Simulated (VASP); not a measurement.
# Si16HC16 (a cell with a defect) (H interstitial hop between voids) in VASP: single point with PBE

Aim: the single point of Si16HC16 (a cell with a defect) (H interstitial hop between voids) with PBE.

All numbers are computed with VASP 6.6.1; they aren't measurements. Logs are shortened: lines on timing, memory, paths and dates and some standing lists are left out, and cuts for length are marked.

**1. The cell of the first run**

The cell holds a defect, 33 atoms: a = 7.586 Å, b = 7.586 Å, c = 7.586 Å, α = 109.47°, β = 109.47°, γ = 109.47°.

**2. Single point, PBE**

INCAR reads:

```
PREC = Accurate ; ENCUT = 520
EDIFF = 1E-6 ; ISMEAR = -1
SIGMA = 0.01 ; LREAL = Auto
LASPH = T ; NELM = 120
ALGO = Normal ; ISIF = 2
LWAVE = F ; LCHARG = F
GGA = PE ; NELECT = 128.0
NBANDS = 86 ; GGA_COMPAT = F
```

KPOINTS reads:

```
Automatic mesh
0
Gamma
  1 1 1
```

POSCAR reads:

```
Si16HC16
1.0
   -4.3797050000      4.3797050000     -4.3797050000
    4.3797050000      4.3797050000      4.3797050000
    4.3797050000     -4.3797050000     -4.3797050000
Si C H
16 16 1
Direct
   -0.0019331211     -0.0038510585      0.7508718053
   -0.0018778662      0.2453496297      0.5000963535
   -0.0169438353      0.5004821101      0.2634022154
   -0.0006677390      0.7460787884      0.0020456857
    0.2502190216      0.0007824728      0.5035157619
    0.2433341972      0.2428079060      0.2457565064
    0.2594125632      0.5000643879     -0.0121247892
    0.2511174839      0.7514039188      0.7542654129
    0.5008114702      0.0005506079      0.2532325807
    0.4971681883      0.2457942944      0.0009348803
    0.4998692834      0.4982488547      0.7485992778
    0.4977582965      0.7534085058      0.5009290580
    0.7482128363     -0.0039890815      0.0011622929
    0.7508699787      0.2500547411      0.7539149326
    0.7459896272      0.4982072994      0.5031634551
    0.7503250790      0.7505202976      0.2534504036
   -0.0029958639     -0.0056542621     -0.0002897455
    0.0031636834      0.2480088271      0.7518683336
   -0.0013958703      0.4993780403      0.5090507237
    0.0013426703      0.7499650091      0.2569837466
    0.2470693802     -0.0018831177      0.7502298671
    0.2495601873      0.2505095663      0.4998736216
    0.2288569664      0.4931469129      0.2302461011
    0.2541247641      0.7503065846      0.0046484866
    0.5006809819      0.0020162317      0.5037817616
    0.4977025850      0.2504406119      0.2527093720
    0.5051125590      0.4991563359      0.0005588276
    0.4965436028      0.7461693196      0.7477866660
    0.7475527461     -0.0022161310      0.2499674065
    0.7491970350      0.2481130578      0.0067276221
    0.7486922064      0.4988568865      0.7516412635
    0.7445387303      0.7455803530      0.4993861459
    0.0715769669      0.4629841508      0.0799332375
```

Potentials or basis: VASP PAW PBE potentials, release 64 (Si, C, H).

Run with:

```bash
> cat potpaw_PBE.64/Si/POTCAR potpaw_PBE.64/C/POTCAR potpaw_PBE.64/H/POTCAR > POTCAR
> mpirun -np 1 vasp_gam > vasp.out
```

OUTCAR:

```text
PREC = Accurate
   ENCUT = 520
   EDIFF = 1E-6
   ISMEAR = -1
   LREAL = Auto
   LASPH = T
   NELM = 120
   ISIF = 2
   GGA = PE
   NELECT = 128.0

 ion  position               nearest neighbor table
   1  0.998  0.996  0.751-  21 1.89  17 1.89  18 1.90  32 1.91   6 3.07  16 3.08   8 3.08  15 3.08
                            10 3.09   5 3.09   2 3.10  13 3.10  12 3.10  14 3.10   4 3.10   7 3.12
   2  0.998  0.245  0.500-  18 1.89  29 1.89  22 1.90  19 1.90   7 3.02   3 3.05  16 3.06   5 3.08
                             9 3.08  13 3.09   6 3.09   1 3.10  14 3.10  11 3.11  15 3.13   8 3.13
   3  0.983  0.500  0.263-  33 1.72  19 1.83  20 1.87  30 1.88  23 1.98  15 2.95  16 2.99  10 3.01
                             8 3.04   2 3.05   5 3.10  13 3.13   4 3.14
   4  0.999  0.746  0.002-  31 1.89  17 1.90  24 1.92  20 1.92  14 3.07   6 3.08  15 3.09  11 3.09
                             8 3.09  16 3.10  13 3.10   1 3.10   5 3.11   9 3.11   7 3.14   3 3.14
   5  0.250  0.001  0.504-  21 1.89  20 1.89  25 1.90  22 1.91  12 3.07   2 3.08  10 3.08  11 3.08
                             1 3.09   6 3.10  16 3.10   8 3.10  14 3.10   9 3.10   3 3.10   4 3.11
   6  0.243  0.243  0.246-  17 1.87  22 1.89  26 1.89  23 1.98   1 3.07  13 3.07   4 3.08  10 3.09
                             2 3.09   9 3.10   5 3.10  15 3.11  11 3.11
   7  0.259  0.500  0.988-  33 1.77  27 1.84  24 1.87  18 1.89  23 1.94  11 2.97   8 3.01   2 3.02
                            16 3.04  10 3.05   9 3.10   1 3.12   4 3.14
   8  0.251  0.751  0.754-  28 1.89  21 1.89  24 1.89  19 1.90   7 3.01   3 3.04  10 3.06  13 3.08
                             1 3.08   9 3.09   4 3.09  12 3.10   5 3.10  11 3.11  15 3.13   2 3.13
   9  0.501  0.001  0.253-  24 1.89  29 1.89  25 1.90  26 1.90  12 3.07   2 3.08  10 3.08  15 3.08
                             8 3.09  13 3.09  16 3.09   6 3.10  14 3.10   5 3.10   7 3.10   4 3.11
  10  0.497  0.246  0.001-  30 1.89  21 1.89  26 1.90  27 1.90   3 3.01   7 3.05   8 3.06   5 3.08
                             9 3.08   6 3.09   1 3.09  14 3.10  13 3.10  15 3.11  16 3.13  11 3.13
  11  0.500  0.498  0.749-  31 1.88  22 1.89  28 1.89  27 1.90   7 2.97  15 3.04   5 3.08  13 3.08
                            14 3.09   4 3.09   2 3.11   8 3.11  12 3.11   6 3.11  10 3.13  16 3.13
  12  0.498  0.753  0.501-  25 1.87  28 1.89  32 1.90  23 2.02   9 3.07   5 3.07  14 3.08   8 3.10
                            16 3.10  13 3.10   1 3.10  11 3.11  15 3.12
  13  0.748  0.996  0.001-  29 1.88  17 1.90  30 1.90  28 1.91   6 3.07   8 3.08  11 3.08  16 3.08
                             2 3.09   9 3.09   1 3.10  12 3.10  10 3.10   4 3.10  14 3.11   3 3.13
  14  0.751  0.250  0.754-  25 1.89  31 1.90  18 1.92  30 1.93   4 3.07  12 3.08  15 3.09  11 3.09
                             5 3.10   9 3.10  10 3.10   2 3.10   1 3.10  13 3.11
  15  0.746  0.498  0.503-  31 1.88  26 1.89  32 1.89  19 1.90   3 2.95  11 3.04   9 3.08   1 3.08
                             4 3.09  14 3.09  16 3.11  10 3.11   6 3.11  12 3.12   2 3.13   8 3.13
  16  0.750  0.751  0.253-  29 1.89  32 1.89  27 1.90  20 1.90   3 2.99   7 3.04   2 3.06   1 3.08
                            13 3.08   9 3.09   5 3.10  12 3.10   4 3.10  15 3.11  10 3.13  11 3.13
  17  0.997  0.994  1.000-   6 1.87   1 1.89   4 1.90  13 1.90
  18  0.003  0.248  0.752-   7 1.89   2 1.89   1 1.90  14 1.92
  19  0.999  0.499  0.509-   3 1.83   8 1.90  15 1.90   2 1.90
  20  0.001  0.750  0.257-   3 1.87   5 1.89  16 1.90   4 1.92
  21  0.247  0.998  0.750-   1 1.89   5 1.89   8 1.89  10 1.89
  22  0.250  0.251  0.500-  11 1.89   6 1.89   2 1.90   5 1.91
  23  0.229  0.493  0.230-  33 1.23   7 1.94   6 1.98   3 1.98  12 2.02
  24  0.254  0.750  0.005-   7 1.87   9 1.89   8 1.89   4 1.92
  25  0.501  0.002  0.504-  12 1.87  14 1.89   5 1.90   9 1.90
  26  0.498  0.250  0.253-  15 1.89   6 1.89  10 1.90   9 1.90
  27  0.505  0.499  0.001-   7 1.84  16 1.90  11 1.90  10 1.90
  28  0.497  0.746  0.748-  11 1.89   8 1.89  12 1.89  13 1.91
  29  0.748  0.998  0.250-  13 1.88   9 1.89  16 1.89   2 1.89
  30  0.749  0.248  0.007-   3 1.88  10 1.89  13 1.90  14 1.93
  31  0.749  0.499  0.752-  15 1.88  11 1.88   4 1.89  14 1.90
  32  0.745  0.746  0.499-  15 1.89  16 1.89  12 1.90   1 1.91
  33  0.072  0.463  0.080-  23 1.23   3 1.72   7 1.77

  LATTYP: Found a body centered cubic cell.
 ALAT       =     8.7594100000

  Lattice vectors:

 A1 = (  -4.3797050000,   4.3797050000,  -4.3797050000)
 A2 = (   4.3797050000,   4.3797050000,   4.3797050000)
 A3 = (   4.3797050000,  -4.3797050000,  -4.3797050000)

Analysis of symmetry for initial positions (statically):
=====================================================================
 Subroutine PRICEL returns:
 Original cell was already a primitive cell.

 Routine SETGRP: Setting up the symmetry group for a
 body centered cubic supercell.

 Subroutine GETGRP returns: Found  1 space group operations
 (whereof  1 operations were pure point group operations)
 out of a pool of 48 trial point group operations.

The static configuration has the point symmetry C_1 .

Analysis of symmetry for dynamics (positions and initial velocities):
=====================================================================
[... 113 lines left out ...]
     0.114162940  0.114162940  0.000000000     0.000000000  1.000000000  0.000000000
     0.114162940  0.000000000 -0.114162940     0.000000000  0.000000000  1.000000000

  Length of vectors
     0.161450778  0.161450778  0.161450778

  Shift w.r.t. Gamma in fractional coordinates (k-lattice)
     0.000000000  0.000000000  0.000000000

 Subroutine IBZKPT returns following result:
 ===========================================

 Found      1 irreducible k-points:

 Following reciprocal coordinates:
            Coordinates               Weight
  0.000000  0.000000  0.000000      1.000000
   k-points           NKPTS =      1   k-points in BZ     NKDIM =      1   number of bands    NBANDS=     86
   number of dos      NEDOS =    301   number of ions     NIONS =     33
   total plane-waves  NPLWV = 175616
   dimension x,y,z NGX =    56 NGY =   56 NGZ =   56
   dimension x,y,z NGXF=   112 NGYF=  112 NGZF=  112
   ions per type =              16  16   1
   NGX,Y,Z   is equivalent  to a cutoff of  12.27, 12.27, 12.27 a.u.
   NGXF,Y,Z  is equivalent  to a cutoff of  24.55, 24.55, 24.55 a.u.
 SYSTEM =  unknown system
   PREC   = accura    normal or accurate (medium, high low for compatibility)
   ISTART =      0    job   : 0-new  1-cont  2-samecut
   ICHARG =      2    charge: 1-file 2-atom 10-const
   ISPIN  =      1    spin polarized calculation?
   LNONCOLLINEAR =      F non collinear calculations
   LSORBIT =      F    spin-orbit coupling
   LASPH  =      T    aspherical Exc in radial PAW
   ENCUT  =  520.0 eV  38.22 Ry    6.18 a.u.  14.10 14.10 14.10*2*pi/ulx,y,z
   NELM   =    120;   NELMIN=  2; NELMDL= -5     # of ELM steps
   EDIFF  = 0.1E-05   stopping-criterion for ELM
   LREAL  =      T    real-space projection
   EDIFFG = 0.1E-04   stopping-criterion for IOM
   NSW    =      0    number of steps for IOM
   IBRION =     -1    ionic relax: 0-MD 1-quasi-New 2-CG
   NFREE  =      0    steps in history (QN), initial steepest desc. (CG)
   ISIF   =      2    stress and relaxation
   ISYM   =      2    0-nonsym 1-usesym 2-fastsym
   POTIM  = 0.5000    time-step for ionic-motion
   TEBEG  =    0.0;   TEEND  =   0.0 temperature during run
   PSTRESS=    0.0 pullay stress
   NELECT =     128.0000    total number of electrons
   NUPDOWN=      -1.0000    fix difference up-down
   EMIN   =  10.00;   EMAX   =-10.00  energy-range for DOS
   EFERMI =   0.00;   METHOD = LEGACY
   ISMEAR =    -1;   SIGMA  =   0.01  broadening in eV -4-tet -1-fermi 0-gaus
   EFERMI_NEDOS =   21; number of points for ismear=-14 and -15
   IALGO  =     38    algorithm
   IMIX   =      4    mixing-type and parameters
     AMIX     =   0.40;   BMIX     =  1.00
     AMIX_MAG =   1.60;   BMIX_MAG =  1.00
  volume/ion in A,a.u.               =      10.18        68.72
  Fermi-wavevector in a.u.,A,eV,Ry     =   1.186716  2.242567 19.161000  1.408294
  Thomas-Fermi vector in A             =   2.322882
   LORBIT       =      0    0 simple, 1 ext, 2 COOP (PROOUT), +10 PAW based schemes
   GGA     = PE    functional components
   LHFCALC =     F    Hartree Fock is set to
   AEXX    =    0.0000 exact exchange contribution
   IVDW    =     0    specifies the selected vdW correction
   LEPSILON=     F    determine dielectric tensor
   LRPA    =     F    only Hartree local field effects (RPA)
 non-spin polarized calculation
  energy-cutoff  :      520.00
  volume of cell :      336.04
 maximum number of plane-waves:      4475
   NGX = 29   NGY = 29   NGZ = 29

 number of electron     127.9999998 magnetization

 Free energy of the ion-electron system (eV)
  ---------------------------------------------------
  ext. energy  EPLUGINS =         0.00000000
  ---------------------------------------------------
  free energy    TOTEN  =      -247.19148343 eV

  energy without entropy =     -247.19148343  energy(sigma->0) =     -247.19148343

 E-fermi :   8.3512     XC(G=0): -11.2653

 val. band max:        8.0825366021   @ k =   0.0000   0.0000   0.0000
 cond. band min:       9.0192933350   @ k =   0.0000   0.0000   0.0000
 fundamental gap:      0.9367567329
 Fermi energy:         8.3512282830

 k-point     1 :       0.0000    0.0000    0.0000
  band No.  band energies     occupation
      1      -7.4898      2.00000
      2      -5.7012      2.00000
      3      -4.4617      2.00000
      4      -4.3232      2.00000
      5      -4.2847      2.00000
      6      -4.2628      2.00000
[... 68 lines left out ...]
     75      13.3493      0.00000
     76      13.4479      0.00000
 [bands above 76 left out]

------------------------ aborting loop because EDIFF is reached ----------------------------------------

  FORCE on cell =-STRESS in cart. coord.  units (eV):
  Direction    XX          YY          ZZ          XY          YZ          ZX
  --------------------------------------------------------------------------------------
  -------------------------------------------------------------------------------------
  Total       -2.4467251     -2.5918377    -12.4493456     -3.4185363      0.3707199     -0.0052382
  in kB      -11.6654417    -12.3573066    -59.3557144    -16.2988220      1.7675101     -0.0249746
  external PRESSURE =     -27.7928209 kB  Pullay stress =       0.0000000 kB

 VOLUME and BASIS-vectors are now :
 -----------------------------------------------------------------------------
  energy-cutoff  :      520.00
  volume of cell :      336.04
      direct lattice vectors                 reciprocal lattice vectors
    -4.379705000  4.379705000 -4.379705000     0.000000000  0.114162940 -0.114162940
     4.379705000  4.379705000  4.379705000     0.114162940  0.114162940  0.000000000
     4.379705000 -4.379705000 -4.379705000     0.114162940  0.000000000 -0.114162940

 POSITION                                       TOTAL-FORCE (eV/Angst)
 -----------------------------------------------------------------------------------
      3.28020      5.44548     -3.29700         0.054002     -0.026763      0.077983
     -1.10665      3.25577     -5.48720         0.037556      0.080745      0.084050
     -0.95991      5.34384     -3.26716         0.293468     -0.279187      0.051180
     -1.10022      7.63543     -1.11814         0.026234      0.000039      0.024292
      1.11279     -1.10594     -3.29771        -0.015766      0.061738      0.066311
      1.07404      1.05282     -1.07865        -0.081775     -0.131030      0.070750
[... 25 lines left out ...]
      2.19173      4.33912     -2.18260         0.023607     -0.088926      0.121761
      2.06433      1.99114      1.36416        -0.111845      0.204429     -2.120304
 -----------------------------------------------------------------------------------
    total drift:                                0.000248      0.099520      0.059163

  FREE ENERGIE OF THE ION-ELECTRON SYSTEM (eV)
  ---------------------------------------------------
  free  energy   TOTEN  =      -247.1914834327 eV

  energy  without entropy=     -247.1914834327  energy(sigma->0) =     -247.19148343
```

Wall time 35 s (1 thread of AMD EPYC 9R45 (Zen 5), shared host); peak memory 0.36 GiB.

Results:

```
Free energy   : -247.1915 eV
Largest force : 2.133 eV/Å
```

Forces on the atoms (eV/Å):
```
Si   0.054 -0.027  0.078
Si   0.038  0.081  0.084
Si   0.293 -0.279  0.051
Si   0.026  0.000  0.024
Si  -0.016  0.062  0.066
Si  -0.082 -0.131  0.071
Si  -0.328  0.341  0.141
Si  -0.015 -0.007  0.092
Si   0.072 -0.014  0.069
Si   0.079  0.009  0.093
Si  -0.033  0.065  0.017
Si   0.093  0.078  0.145
Si  -0.029  0.054  0.083
Si   0.045  0.070  0.152
Si   0.074 -0.055  0.029
Si   0.005  0.021  0.093
C   -0.043 -0.055  0.047
C    0.016 -0.088 -0.023
C    0.041 -0.098 -0.018
C    0.087 -0.003  0.044
C    0.011  0.000  0.108
C   -0.004  0.041  0.052
C    0.014 -0.173  0.437
C   -0.017  0.037  0.052
C   -0.022 -0.007 -0.031
C    0.052  0.010  0.084
C   -0.081  0.016 -0.052
C   -0.097  0.028  0.089
C    0.012  0.001  0.121
C   -0.068 -0.003 -0.005
C   -0.089 -0.090 -0.194
C    0.024 -0.089  0.122
H   -0.112  0.204 -2.120
```

Caveat: the k points lie up to 1.01 Å⁻¹ apart; the cell carries a net charge on a neutralising background, which shifts energy and pressure; the cell is charged against a uniform background, so pressure and absolute levels hang on convention.
